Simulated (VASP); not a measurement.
A run of VASP 6.6.1 is set up as follows.

The input POSCAR:

```
Al
1.0
    2.7615396137      0.0000000000      0.0000000000
   -1.3807702978      2.3915639725      0.0000000000
    0.0000000000      0.0000000000      4.7787427954
Al
2
Direct
    0.6666666667      0.3333333333      0.7500000000
    0.3333333333      0.6666666667      0.2500000000
```

The input INCAR.step1:

```
ALGO     = Normal         # electronic algorithm
EDIFF    = 1E-4           # SCF threshold, eV
ENCUT    = 520            # plane-wave cutoff, eV
GGA      = PE             # functional
ISMEAR   = -1             # smearing method
LASPH    = True           # aspherical terms in the spheres
LCHARG   = False          # write CHGCAR
LREAL    = False          # projectors in reciprocal space
LWAVE    = True           # write WAVECAR
NBANDS   = 10             # bands
NELM     = 60             # most SCF steps
PREC     = Accurate       # precision mode
SIGMA    = 0.1            # smearing width, eV
```

The input INCAR.step2:

```
ALGO     = Normal         # electronic algorithm
EDIFF    = 1E-7           # SCF threshold, eV
ENCUT    = 520            # plane-wave cutoff, eV
ISIF     = 2              # what is computed and relaxed
ISMEAR   = -1             # smearing method
ISTART   = 1            
LASPH    = True           # aspherical terms in the spheres
LCHARG   = False          # write CHGCAR
LMIXTAU  = True         
LREAL    = False          # projectors in reciprocal space
LWAVE    = False          # write WAVECAR
METAGGA  = R2SCAN         # meta-GGA
NBANDS   = 10             # bands
NELM     = 60             # most SCF steps
PREC     = Accurate       # precision mode
SIGMA    = 0.1            # smearing width, eV
```

File KPOINTS:

```
k-points
0
Gamma
  12 12 6
```

Potentials or basis: VASP PAW PBE potentials, release 64 (Al).

Command:

```bash
$ cat potpaw_PBE.64/Al/POTCAR > POTCAR
$ cp INCAR.step1 INCAR
$ mpirun -np 1 vasp_std > vasp.out
$ cp INCAR.step2 INCAR
$ mpirun -np 1 vasp_std > vasp.out
```

(1) What does it give for the band gap on the k mesh?

(2) What does it give for the pressure?

Results:

(1) zero (band 3 reaches 12.48 eV, above the bottom of band 4 at 5.23 eV).

(2) 1.2 GPa.

Caveat: the PAW data sets were made with another functional, which shifts forces and pressure a little.
